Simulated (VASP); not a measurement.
Set up this calculation in VASP 6.6.1, as the native input.

```yaml
Task: single point
Functional: PBEsol
Potentials_or_basis: VASP PAW PBE potentials, release 64 (Pt)
Cutoff: 520 eV
k_mesh: 24 × 24 × 5
Occupations: gaussian, width 0.15 eV
Spin: no spin polarisation
Dipole_correction: no
Further_INCAR_settings: ALGO = Fast; EDIFF = 1e-06; NBANDS = 39
```

The structure of Pt lies in POSCAR:

```
Pt
1.0
    1.9590303458     -1.9590303458      0.0000000000
    1.9590303458      0.0000000000     -1.9590303458
   10.4341975946     10.4341975946     10.4341975946
Pt
6
Direct
    0.6666666667      0.6666666667      0.0625711280
    0.0000000000      0.0000000000      0.6884075753
    0.3333333333      0.3333333333      0.1877384175
    0.6666666667      0.6666666667      0.4380729964
    0.0000000000      0.0000000000      0.3129057069
    0.3333333333      0.3333333333      0.5632402858
```

This cell differs from its parent crystal: the distance across one plane changed.

One way to write it, as run:

INCAR

```
PREC = Accurate
ENCUT = 520
EDIFF = 1E-6
ISMEAR = 0
SIGMA = 0.15
LREAL = False
LASPH = True
NELM = 100
ALGO = Fast
ISIF = 2
LWAVE = False
LCHARG = False
GGA = PS
NBANDS = 39
```

KPOINTS

```
regular mesh
0
Gamma
  24 24 5
```

Potentials or basis: VASP PAW PBE potentials, release 64 (Pt).

The run is started by

```console
$ cat potpaw_PBE.64/Pt/POTCAR > POTCAR
$ mpirun -np 1 vasp_std > vasp.out
```

Results of the run:

- Pressure: -4.5 GPa
- Largest force: 0.199 eV/Å
- Band gap on the k mesh: zero (bands 30 and 31 overlap by 1.50 eV)

Caveat: the cell differs from its parent crystal (the distance across one plane changed); the cell stands under tension; the PAW data sets were made with another functional, which shifts forces and pressure a little; spin-orbit coupling is left out, which moves the levels of the heavy elements.

It took 42 min on 1 thread of Oxide Virtual Turin-like Processor, on a shared host, peak memory 0.9 GiB.
